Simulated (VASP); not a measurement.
# H in VASP: a series of runs

The runs below take H through single point, with PBE+D3(BJ).

All numbers are computed with VASP 6.6.1; they aren't measurements. Logs are shortened: lines on timing, memory, paths and dates and some standing lists are left out, and cuts for length are marked.

## 1. The cell of the first run

The cell holds an amorphous packing of atoms, 24 atoms: a = 7.343 Å, b = 7.343 Å, c = 7.343 Å, α = 90.00°, β = 90.00°, γ = 90.00°.

## 2. Single point, PBE+D3(BJ)

INCAR reads:

```
SYSTEM = H
PREC     = Accurate       ! precision mode
ENCUT    = 400            ! plane-wave cutoff, eV
EDIFF    = 1E-6           ! SCF threshold, eV
ISMEAR   = -1             ! smearing method
SIGMA    = 0.02           ! smearing width, eV
LREAL    = .False.        ! projectors in reciprocal space
LASPH    = .True.         ! aspherical terms in the spheres
NELM     = 120            ! most SCF steps
ALGO     = Normal         ! electronic algorithm
ISIF     = 2              ! what is computed and relaxed
LWAVE    = .False.        ! write WAVECAR
LCHARG   = .True.         ! write CHGCAR
GGA      = PE             ! functional
IVDW     = 12             ! dispersion correction
LELF     = .True.         ! ELF
LVHAR    = .True.       
NBANDS   = 30             ! bands
GGA_COMPAT= .False.
```

KPOINTS reads:

```
regular mesh
0
Gamma
  1 1 1
  0 0 0
```

POSCAR reads:

```
H
1.0
    7.3434200000      0.0000000000      0.0000000000
    0.0000000000      7.3434200000      0.0000000000
    0.0000000000      0.0000000000      7.3434200000
H
24
Direct
    0.3306088989      0.3756015589      0.2272374452
    0.2748855438      0.3539495222      0.3087525976
    0.7127741570      0.4595815029      0.6362975289
    0.6912310613      0.4913378235      0.5534069957
    0.3196194689      0.1018462787      0.7573991410
    0.2186855716      0.1070890675      0.7470088869
    1.0955794439      0.5110561564      0.6137058755
    1.0549035735      0.4125870507      0.5915636039
    0.6600466812      0.8177388737     -0.0787643904
    0.6568193022      0.8591773315     -0.1758172623
    0.5142154473      0.5578463441      0.9676826329
    0.4198588668      0.5844960522      1.0080180624
   -0.0523189468      0.8460635508      0.9189178884
    0.0578477058      0.8549422476      0.9290085546
    0.0803576535      0.7788196780      0.3352933647
    0.0077892862      0.7271816129      0.2804006852
    0.8778607243      0.0221695069      0.6307142993
    0.8361771491      0.1044744819      0.6599922107
    0.6941724700      0.8831988365      0.4654779381
    0.6723706393      0.7830547620      0.4603577080
    1.0542499271      0.2698061666      0.1079605960
    1.0278453364      0.1744554989      0.1091317125
    0.7049712532      0.2404465494      0.9112647785
    0.6853890966      0.3153026791      0.9910913444
```

Potentials or basis: VASP PAW PBE potentials, release 64 (H).

Started as:

```
cat potpaw_PBE.64/H/POTCAR > POTCAR
mpirun -np 1 vasp_gam > vasp.out
```

OUTCAR:

```text
SYSTEM = H
   PREC = Accurate
   ENCUT = 400
   EDIFF = 1E-6
   ISMEAR = -1
   LREAL = .False.
   LASPH = .True.
   NELM = 120
   ISIF = 2
   GGA = PE
   IVDW = 12
 IVDW          = 12

 ion  position               nearest neighbor table
   1  0.331  0.376  0.227-   2 0.74
   2  0.275  0.354  0.309-   1 0.74
   3  0.713  0.460  0.636-   4 0.67
   4  0.691  0.491  0.553-   3 0.67
   5  0.320  0.102  0.757-   6 0.75
   6  0.219  0.107  0.747-   5 0.75
[... 16 lines left out ...]
  23  0.705  0.240  0.911-  24 0.82
  24  0.685  0.315  0.991-  23 0.82

  LATTYP: Found a simple cubic cell.
 ALAT       =     7.3434200000

  Lattice vectors:

 A1 = (   7.3434200000,   0.0000000000,   0.0000000000)
 A2 = (   0.0000000000,   7.3434200000,   0.0000000000)
 A3 = (   0.0000000000,   0.0000000000,   7.3434200000)

Analysis of symmetry for initial positions (statically):
=====================================================================
 Subroutine PRICEL returns:
 Original cell was already a primitive cell.

 Routine SETGRP: Setting up the symmetry group for a
 simple cubic supercell.

 Subroutine GETGRP returns: Found  1 space group operations
 (whereof  1 operations were pure point group operations)
 out of a pool of 48 trial point group operations.

The static configuration has the point symmetry C_1 .

Analysis of symmetry for dynamics (positions and initial velocities):
=====================================================================
 Subroutine PRICEL returns:
 Original cell was already a primitive cell.

 Routine SETGRP: Setting up the symmetry group for a
 simple cubic supercell.

 Subroutine GETGRP returns: Found  1 space group operations
 (whereof  1 operations were pure point group operations)
 out of a pool of 48 trial point group operations.

The dynamic configuration has the point symmetry C_1 .

 Subroutine INISYM returns: Found  1 space group operations
 (whereof  1 operations are pure point group operations),
 and found     1 'primitive' translations

----------------------------------------------------------------------------------------

                                     Primitive cell

  volume of cell :     395.9999

  direct lattice vectors                    reciprocal lattice vectors
     7.343420000  0.000000000  0.000000000     0.136176332  0.000000000  0.000000000
     0.000000000  7.343420000  0.000000000     0.000000000  0.136176332  0.000000000
     0.000000000  0.000000000  7.343420000     0.000000000  0.000000000  0.136176332

  length of vectors
     7.343420000  7.343420000  7.343420000     0.136176332  0.136176332  0.136176332

  position of ions in fractional coordinates (direct lattice)
     0.330608899  0.375601559  0.227237445
     0.274885544  0.353949522  0.308752598
     0.712774157  0.459581503  0.636297529
     0.691231061  0.491337823  0.553406996
     0.319619469  0.101846279  0.757399141
     0.218685572  0.107089067  0.747008887
[... 16 lines left out ...]
     0.704971253  0.240446549  0.911264778
     0.685389097  0.315302679  0.991091344

  ion indices of the primitive-cell ions
   primitive index   ion index
                 1           1
                 2           2
                 3           3
                 4           4
                 5           5
                 6           6
[... 16 lines left out ...]
                23          23
                24          24

----------------------------------------------------------------------------------------

 KPOINTS: regular mesh

Automatic generation of k-mesh.
 Grid dimensions read from file:
 generate k-points for:    1    1    1

 Generating k-lattice:

  Cartesian coordinates                     Fractional coordinates (reciprocal lattice)
     0.136176332  0.000000000  0.000000000     1.000000000  0.000000000  0.000000000
     0.000000000  0.136176332  0.000000000     0.000000000  1.000000000  0.000000000
     0.000000000  0.000000000  0.136176332     0.000000000  0.000000000  1.000000000

  Length of vectors
     0.136176332  0.136176332  0.136176332

  Shift w.r.t. Gamma in fractional coordinates (k-lattice)
     0.000000000  0.000000000  0.000000000

 Subroutine IBZKPT returns following result:
 ===========================================

 Found      1 irreducible k-points:

 Following reciprocal coordinates:
            Coordinates               Weight
  0.000000  0.000000  0.000000      1.000000
   k-points           NKPTS =      1   k-points in BZ     NKDIM =      1   number of bands    NBANDS=     30
   number of dos      NEDOS =    301   number of ions     NIONS =     24
   total plane-waves  NPLWV = 110592
   dimension x,y,z NGX =    48 NGY =   48 NGZ =   48
   dimension x,y,z NGXF=    96 NGYF=   96 NGZF=   96
   ions per type =              24
   NGX,Y,Z   is equivalent  to a cutoff of  10.87, 10.87, 10.87 a.u.
   NGXF,Y,Z  is equivalent  to a cutoff of  21.73, 21.73, 21.73 a.u.
 SYSTEM =  H
   PREC   = accura    normal or accurate (medium, high low for compatibility)
   ISTART =      0    job   : 0-new  1-cont  2-samecut
   ICHARG =      2    charge: 1-file 2-atom 10-const
   ISPIN  =      1    spin polarized calculation?
   LNONCOLLINEAR =      F non collinear calculations
   LSORBIT =      F    spin-orbit coupling
   LASPH  =      T    aspherical Exc in radial PAW
   ENCUT  =  400.0 eV  29.40 Ry    5.42 a.u.  11.98 11.98 11.98*2*pi/ulx,y,z
   NELM   =    120;   NELMIN=  2; NELMDL= -5     # of ELM steps
   EDIFF  = 0.1E-05   stopping-criterion for ELM
   LREAL  =      F    real-space projection
   EDIFFG = 0.1E-04   stopping-criterion for IOM
   NSW    =      0    number of steps for IOM
   IBRION =     -1    ionic relax: 0-MD 1-quasi-New 2-CG
   NFREE  =      0    steps in history (QN), initial steepest desc. (CG)
   ISIF   =      2    stress and relaxation
   ISYM   =      2    0-nonsym 1-usesym 2-fastsym
   POTIM  = 0.5000    time-step for ionic-motion
   TEBEG  =    0.0;   TEEND  =   0.0 temperature during run
   PSTRESS=    0.0 pullay stress
   NELECT =      24.0000    total number of electrons
   NUPDOWN=      -1.0000    fix difference up-down
   EMIN   =  10.00;   EMAX   =-10.00  energy-range for DOS
   EFERMI =   0.00;   METHOD = LEGACY
   ISMEAR =    -1;   SIGMA  =   0.02  broadening in eV -4-tet -1-fermi 0-gaus
   EFERMI_NEDOS =   21; number of points for ismear=-14 and -15
   IALGO  =     38    algorithm
   IMIX   =      4    mixing-type and parameters
     AMIX     =   0.40;   BMIX     =  1.00
     AMIX_MAG =   1.60;   BMIX_MAG =  1.00
  volume/ion in A,a.u.               =      16.50       111.35
  Fermi-wavevector in a.u.,A,eV,Ry     =   0.643053  1.215194  5.626245  0.413517
  Thomas-Fermi vector in A             =   1.709926
   LORBIT       =      0    0 simple, 1 ext, 2 COOP (PROOUT), +10 PAW based schemes
   GGA     = PE    functional components
   LHFCALC =     F    Hartree Fock is set to
   AEXX    =    0.0000 exact exchange contribution
   IVDW    =    12    specifies the selected vdW correction
   LEPSILON=     F    determine dielectric tensor
   LRPA    =     F    only Hartree local field effects (RPA)
 non-spin polarized calculation
  energy-cutoff  :      400.00
  volume of cell :      396.00
 maximum number of plane-waves:      3562
 NGX is ok and might be reduce to    48
   NGX = 23   NGY = 23   NGZ = 23

 number of electron      23.9999998 magnetization

 Free energy of the ion-electron system (eV)
  ---------------------------------------------------
  ext. energy  EPLUGINS =         0.00000000
  ---------------------------------------------------
  free energy    TOTEN  =       -80.59139333 eV

  energy without entropy =      -80.59139333  energy(sigma->0) =      -80.59139333

 E-fermi :  -7.9451     XC(G=0):  -4.4309

 val. band max:       -8.4272015886   @ k =   0.0000   0.0000   0.0000
 cond. band min:       0.1199834679   @ k =   0.0000   0.0000   0.0000
 fundamental gap:      8.5471850564
 Fermi energy:        -7.9450781207

 k-point     1 :       0.0000    0.0000    0.0000
  band No.  band energies     occupation
      1     -10.7564      2.00000
      2      -9.9886      2.00000
      3      -9.8769      2.00000
      4      -9.6860      2.00000
      5      -9.4139      2.00000
      6      -9.4004      2.00000
[... 16 lines left out ...]
     23       2.6554      0.00000
     24       2.9398      0.00000
 [bands above 24 left out]

------------------------ aborting loop because EDIFF is reached ----------------------------------------

 Edisp (eV)   -0.33479

 E8    (eV) :    -0.0592

  FORCE on cell =-STRESS in cart. coord.  units (eV):
  Direction    XX          YY          ZZ          XY          YZ          ZX
  --------------------------------------------------------------------------------------
  -------------------------------------------------------------------------------------
  Total      -2.12521    -1.16592    -0.31908    -0.42235    -1.47480     0.45771
  in kB      -8.59838    -4.71721    -1.29096    -1.70879    -5.96688     1.85186
  external pressure =       -4.87 kB  Pullay stress =        0.00 kB

 VOLUME and BASIS-vectors are now :
 -----------------------------------------------------------------------------
  energy-cutoff  :      400.00
  volume of cell :      396.00
      direct lattice vectors                 reciprocal lattice vectors
     7.343420000  0.000000000  0.000000000     0.136176332  0.000000000  0.000000000
     0.000000000  7.343420000  0.000000000     0.000000000  0.136176332  0.000000000
     0.000000000  0.000000000  7.343420000     0.000000000  0.000000000  0.136176332

 POSITION                                       TOTAL-FORCE (eV/Angst)
 -----------------------------------------------------------------------------------
      2.42780      2.75820      1.66870         0.212008      0.068557     -0.161239
      2.01860      2.59920      2.26730        -0.080725     -0.023059      0.267664
      5.23420      3.37490      4.67260         0.808983     -1.236657      3.211357
      5.07600      3.60810      4.06390        -0.867235      1.198447     -3.208775
      2.34710      0.74790      5.56190         0.191619     -0.014046      0.018018
      1.60590      0.78640      5.48560        -0.153498      0.008045     -0.011996
[... 16 lines left out ...]
      5.17690      1.76570      6.69180        -0.309672      1.120088      1.238361
      5.03310      2.31540      7.27800         0.287520     -1.180101     -1.222135
 -----------------------------------------------------------------------------------
    total drift:                                0.000334      0.000275      0.000097

  FREE ENERGIE OF THE ION-ELECTRON SYSTEM (eV)
  ---------------------------------------------------
  free  energy   TOTEN  =       -80.9261852063 eV

  energy  without entropy=      -80.9261852063  energy(sigma->0) =      -80.92618521
```

Run time: 15 s. Hardware: 1 thread of Intel Xeon 6975P-C (Granite Rapids), shared host; peak memory 0.3 GiB.

What came out:

```yaml
Free_energy: -80.9262 eV
Pressure: -0.5 GPa
Largest_force: 3.535 eV/Å
Band_gap_on_the_k_mesh: 8.55 eV
Dispersion_energy_per_atom: -0.014 eV
```

Forces on the atoms (eV/Å):
```
H    0.212  0.069 -0.161
H   -0.081 -0.023  0.268
H    0.809 -1.237  3.211
H   -0.867  1.198 -3.209
H    0.192 -0.014  0.018
H   -0.153  0.008 -0.012
H   -0.488 -1.235 -0.264
H    0.537  1.230  0.291
H   -0.086  0.355 -0.734
H   -0.006 -0.277  0.713
H   -0.810  0.200  0.311
H    0.713 -0.210 -0.307
H    1.736  0.116  0.148
H   -1.610 -0.150 -0.144
H   -0.383 -0.287 -0.298
H    0.413  0.292  0.309
H    0.701 -1.230 -0.454
H   -0.615  1.369  0.442
H   -0.076 -0.154 -0.066
H   -0.022  0.108 -0.026
H    0.185  0.755 -0.030
H   -0.276 -0.824 -0.022
H   -0.310  1.120  1.238
H    0.288 -1.180 -1.222
```

Stress tensor (GPa, compression positive):
```
-0.86 -0.17  0.19
-0.17 -0.47 -0.60
 0.19 -0.60 -0.13
```

Caveat: the k points lie up to 0.86 Å⁻¹ apart.

## 3. Single point, PBE+D3(BJ)

INCAR reads:

```
PREC = Accurate
ENCUT = 400
EDIFF = 1E-6
ISMEAR = -1
SIGMA = 0.02
LREAL = F
LASPH = T
NELM = 120
ALGO = Normal
ISIF = 2
LWAVE = F
LCHARG = T
GGA = PE
IVDW = 12
LELF = T
LVHAR = T
NBANDS = 30
GGA_COMPAT = F
```

KPOINTS reads:

```
regular mesh
0
Gamma
  1 1 1
```

POSCAR reads:

```
H
1.0
    7.3434200000      0.0000000000      0.0000000000
    0.0000000000      7.3434200000      0.0000000000
    0.0000000000      0.0000000000      7.3434200000
H
24
Direct
    0.2883533830      0.2717262529      0.4301401799
    0.2512998031      0.3369138630      0.3618749847
    0.7825509095      0.5105114511      0.5815274082
    0.7923419878      0.6052629429      0.5598617538
    0.2483583943      0.1250915786      0.7369046030
    0.2347543787      0.0608980557      0.8169762863
    1.1363914906      0.4873070041      0.7041678128
    1.0898464203      0.3887698103      0.7298915219
    0.4880559739      0.9707602180     -0.1719907073
    0.5262398174      0.9267071746     -0.2596201770
    0.5343695444      0.5221136746      0.8988863500
    0.6177503125      0.4964308183      0.8744154631
    0.1875692797      0.7216528538      0.8885641840
    0.2833148587      0.7660871910      0.9209332981
   -0.1253094607      0.8255009246      0.2372464056
   -0.0514882711      0.8949236187      0.2626841444
    0.9963749860      0.1117190628      0.5163397981
    0.9108426319      0.0799899774      0.5531210254
    0.6591070646      0.8817689850      0.4318968546
    0.5625988981      0.9167526847      0.4433492841
    0.9854264089      0.1710783259      0.0746246299
    1.0199607267      0.2639778196      0.0776749798
    0.6191256935      0.1242472853      1.1828140022
    0.5580642262      0.1720451779      1.1038044944
```

Potentials or basis: VASP PAW PBE potentials, release 64 (H).

Started as:

```
cat potpaw_PBE.64/H/POTCAR > POTCAR
mpirun -np 1 vasp_gam > vasp.out
```

Run time: 14 s. Hardware: 1 thread of Intel Xeon 6975P-C (Granite Rapids), shared host; peak memory 0.3 GiB.

The run converged. Its results:

* Free energy: -80.8521 eV
* Pressure: -0.4 GPa
* Largest force: 3.888 eV/Å
* Band gap on the k mesh: 8.62 eV
* Dispersion energy per atom: -0.014 eV

Forces in eV/Å, atoms in the order of the input:
```
H    0.104 -0.128  0.116
H   -0.068  0.118 -0.158
H   -0.124 -1.184  0.241
H    0.112  1.187 -0.294
H   -0.182 -0.134  0.328
H   -0.138  0.320 -0.313
H   -0.741 -1.581  0.432
H    0.756  1.586 -0.379
H    0.524 -0.373 -0.637
H   -0.080  0.238  0.686
H   -3.578  1.088  1.061
H    3.557 -1.106 -1.029
H    1.327  0.619  0.502
H   -1.389 -0.651 -0.447
H    0.423  0.317  0.064
H   -0.355 -0.392 -0.155
H    0.867  0.356 -0.379
H   -0.919 -0.319  0.396
H   -0.300  0.096  0.030
H    0.214 -0.092 -0.032
H   -0.290 -0.745 -0.032
H    0.294  0.771  0.022
H   -0.910  0.696 -1.164
H    0.895 -0.687  1.141
```

Stress tensor (GPa, compression positive):
```
 0.24 -0.56 -0.64
-0.56 -0.50  0.14
-0.64  0.14 -0.82
```

Levels at points of the mesh, in eV from the valence-band top:
```csv
k point,band 10,band 11,band 12,band 13,band 14,band 15
"(0.00, 0.00, 0.00)",-0.55,-0.42,0.00,8.62,8.81,8.89
```

Caveat: the k points lie up to 0.86 Å⁻¹ apart.
